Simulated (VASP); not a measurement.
# Ir: single point with PBEsol+D3(BJ)

The system is Ir.

```
CELL_PARAMETERS angstrom
0.00000 1.91560 1.91560
1.91560 0.00000 1.91560
1.91560 1.91560 0.00000
ATOMIC_POSITIONS crystal
Ir 0.00000 0.00000 0.00000
```

```yaml
Program: VASP 6.6.1
Task: single point
Functional: PBEsol
Dispersion: D3(BJ)
Potentials_or_basis: VASP PAW PBE potentials, release 64 (Ir_sv_GW)
Cutoff: 560 eV
k_mesh: 12 × 12 × 12
Occupations: fermi-dirac, width 0.01 eV
Spin: non-collinear spin, typed start, spin-orbit coupling
Starting_moments: "[[0.424, 0.424, 0.0]] μB"
```

```
Pressure                                              : -9.0 GPa
Net moment                                            : 0.00 μB per cell
Valence electrons inside the program's atomic spheres : Ir 16.51
Dispersion energy per atom                            : -0.719 eV
```

Moments on the atoms (μB; x, y, z):
```
Ir  0.00 0.00 0.00
```

Wall time 6.7 min on 1 thread of AMD EPYC 7R13 Processor (Zen 3), with other jobs on the host, peak memory 0.41 GiB.

Caveat: the cell stands under tension; the PAW data sets were made with another functional, which shifts forces and pressure a little.
